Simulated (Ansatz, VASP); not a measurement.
# One calculation of Al4B3P, two programs

```xyz
16
Lattice="3.0392 0.0000 0.0000 -1.5196 2.6320 0.0000 0.0000 0.0000 23.8197" Properties=species:S:1:pos:R:3 pbc="T T T"
Al    1.5196    0.8773    8.5832
Al    0.0000    0.0000   18.8742
Al    0.0000    0.0000    4.9454
Al    0.0000    0.0000   22.1675
Al    0.0000    0.0000    1.6522
Al    0.0000    1.7547   15.2365
Al    0.0000    1.7547   10.8044
Al    1.5196    0.8773   13.0153
B     1.5196    0.8773   20.5566
B     0.0000    1.7547   20.4949
B     0.0000    1.7547    3.2631
B     1.5196    0.8773    3.3247
B     0.0000    1.7547   23.8041
B     1.5196    0.8773    0.0155
P     0.0000    1.7547    6.7133
P     1.5196    0.8773   17.1064
```

Alike in both runs: functional PBE; k mesh 12 × 12 × 2; occupations gaussian, width 0.1 eV; no spin polarisation.

Ansatz relaxed the structure, and its values are those at the end. VASP's run is a single point on that final structure, the one shown.

|  | VASP | Ansatz |
| --- | --- | --- |
| version | VASP 6.6.1 | Ansatz 0.2.0 |
| potentials or method | VASP PAW PBE potentials, release 64 (Al, B, P), cutoff 520 eV | scalar-relativistic, plane waves, PAW |
| valence electrons in the cell | 52 | 52 |

|  | VASP | Ansatz | Ansatz less VASP |
| --- | --- | --- | --- |
| gap on the k mesh at the Fermi level (eV) | none | none | - |
| pressure (GPa) | -0.1 | 0.0 | +0.08 |

A gap of «none» marks a metal or a gap that the smearing closes. With one functional, cell and mesh, what is left measures potentials, basis and numerics.
